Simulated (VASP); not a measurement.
Input of a VASP 6.6.1 run:

The input INCAR:

```
SYSTEM = BiBrO
ALGO     = Normal         ! electronic algorithm
EDIFF    = 1E-6           ! SCF threshold, eV
ENCUT    = 520            ! plane-wave cutoff, eV
ISIF     = 2              ! what is computed and relaxed
ISMEAR   = 0              ! smearing method
LASPH    = .TRUE.         ! aspherical terms in the spheres
LCHARG   = .TRUE.         ! write CHGCAR
LELF     = .TRUE.         ! ELF
LREAL    = .FALSE.        ! projectors in reciprocal space
LVHAR    = .TRUE.       
LWAVE    = .FALSE.        ! write WAVECAR
NBANDS   = 37             ! bands
NELM     = 100            ! most SCF steps
PREC     = Accurate       ! precision mode
SIGMA    = 0.05           ! smearing width, eV
```

KPOINTS

```
k-points
0
G
  8 8 4
  0 0 0
```

The input POSCAR:

```
BiBrO
1.0
    3.8179000000      0.0000000000      0.0000000000
    0.0000000000      3.8179000000      0.0000000000
    0.0000000000      0.0000000000      7.4924000000
Bi Br O
2 2 2
Direct
    0.0000000000      0.5000000000      0.1575579020
    0.5000000000      0.0000000000      0.8424420980
    0.0000000000      0.5000000000      0.6517216503
    0.5000000000      0.0000000000      0.3482783497
    0.0000000000      0.0000000000      0.0000000000
    0.5000000000      0.5000000000      0.0000000000
```

Potentials or basis: VASP PAW LDA potentials, release 64 (Bi_d, Br, O).

Run with:

```console
$ cat potpaw_LDA.64/Bi_d/POTCAR potpaw_LDA.64/Br/POTCAR potpaw_LDA.64/O/POTCAR > POTCAR
$ mpirun -np 1 vasp_std > vasp.out
```

(1) Estimate the band gap on the k mesh.

(2) What does it give for the largest force?

(3) Predict the pressure.

Answers

(1) 1.89 eV (least direct gap 2.11 eV).

(2) 1.382 eV/Å.

(3) 9.9 GPa.

Caveat: the cell stands under pressure; spin-orbit coupling is left out, which moves the levels of the heavy elements; forces of over 1 eV/Å act on the atoms, so gaps and moduli don't describe the material at rest.
